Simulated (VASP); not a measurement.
Input of a VASP 6.6.1 run:

File INCAR:

```
PREC     = Accurate       # precision mode
ENCUT    = 600            # plane-wave cutoff, eV
EDIFF    = 1E-6           # SCF threshold, eV
ISMEAR   = -1             # smearing method
SIGMA    = 0.05           # smearing width, eV
LREAL    = False          # projectors in reciprocal space
LASPH    = True           # aspherical terms in the spheres
NELM     = 200            # most SCF steps
ALGO     = Normal         # electronic algorithm
ISIF     = 2              # what is computed and relaxed
LWAVE    = False          # write WAVECAR
LCHARG   = False          # write CHGCAR
ISPIN    = 2              # spin polarisation
MAGMOM   = 6.9 -6.9       # initial moments
LORBIT   = 11             # projections on sites
LMAXMIX  = 6              # l up to which the mixer works
GGA      = PE             # functional
NBANDS   = 28             # bands
GGA_COMPAT= False
```

KPOINTS

```
regular mesh
0
Gamma
  7 7 5
```

The input POSCAR:

```
Eu
1.0
    0.0000000000     -2.7893026914      2.7893026914
    0.0000000000      2.7893026914      2.7893026914
   -5.5786053828      0.0000000000      0.0000000000
Eu
2
Direct
    0.0000000000      0.0000000000      0.0000000000
    0.5000000000      0.5000000000      0.5000000000
```

Potentials or basis: VASP PAW PBE potentials, release 64 (Eu).

Command:

```console
$ cat potpaw_PBE.64/Eu/POTCAR > POTCAR
$ mpirun -np 1 vasp_std > vasp.out
```

Question: What does it give for the band gap on the k mesh?

Answer: Zero (filled and empty bands overlap).

Question: What does it give for the site moments?

Answer: Eu +6.63, -6.63 μB.

Stress tensor (GPa, compression positive):
```
-0.05  0.00  0.00
 0.00 -0.40  0.00
 0.00  0.00 -0.40
```

Caveat: spin-orbit coupling is left out, which moves the levels of the heavy elements; semilocal functionals describe open f shells poorly, which spoils levels, moments and volumes. The state reached can hang on the start; a lower one may exist.
